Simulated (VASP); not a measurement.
Set up this calculation in VASP 6.6.1, as the native input.

```yaml
Task: single point
Functional: HSE06
Potentials_or_basis: VASP PAW PBE potentials, release 64 (Si)
Cutoff: 520 eV
k_mesh: 6 × 6 × 6
Occupations: gaussian, width 0.01 eV
Spin: no spin polarisation
Dipole_correction: no
Grid_for_exact_exchange_PRECFOCK: Normal
Further_INCAR_settings: ALGO = Normal; EDIFF = 1e-06; NBANDS = 11
Share_of_exact_exchange: 0.25
Screening_parameter: 0.2079 1/Å
```

Si:

```
Si
1.0
     0.00000    2.72212    2.72212
     2.79044    0.00000    2.72212
     2.79044    2.72212    0.00000
Si
2
Direct
  0.00000 0.00000 0.00000
  0.25000 0.25000 0.25000
```

This cell differs from its parent crystal: uniaxial x strain +2.5%.

These files were run (other wordings do the same):

POSCAR

```
Si
1.0
    0.0000000000      2.7221188962      2.7221188962
    2.7904440804      0.0000000000      2.7221188962
    2.7904440804      2.7221188962      0.0000000000
Si
2
Direct
    0.0000000000      0.0000000000      0.0000000000
    0.2500000000      0.2500000000      0.2500000000
```

INCAR.step1

```
PREC = Accurate ; ENCUT = 520
EDIFF = 1E-5 ; ISMEAR = 0
SIGMA = 0.01 ; LREAL = F
LASPH = T ; NELM = 100
ALGO = Normal ; ISIF = 2
LWAVE = T ; LCHARG = F
GGA = PE ; NBANDS = 11
```

INCAR.step2

```
PREC = Accurate ; ENCUT = 520
EDIFF = 1E-6 ; ISMEAR = 0
SIGMA = 0.01 ; LREAL = F
LASPH = T ; NELM = 100
ALGO = Normal ; ISIF = 2
LWAVE = F ; LCHARG = F
GGA = PE ; LHFCALC = T
HFSCREEN = 0.2079 ; PRECFOCK = Normal
ISTART = 1 ; NBANDS = 11
```

KPOINTS

```
Automatic mesh
0
Gamma
  6 6 6
```

Potentials or basis: VASP PAW PBE potentials, release 64 (Si).

Run with:

```console
$ cat potpaw_PBE.64/Si/POTCAR > POTCAR
$ cp INCAR.step1 INCAR
$ mpirun -np 1 vasp_std > vasp.out
$ cp INCAR.step2 INCAR
$ mpirun -np 1 vasp_std > vasp.out
```

It gave:

```
Pressure               : -2.8 GPa
Band gap on the k mesh : 1.22 eV (least direct gap 3.22 eV)
```

Caveat: the cell differs from its parent crystal (uniaxial x strain +2.5%); the PAW data sets were made with another functional, which shifts forces and pressure a little.

Run time: 9.1 min on 1 thread of Intel(R) Xeon(R) 6975P-C (Granite Rapids), on a shared host, peak memory 0.27 GiB.
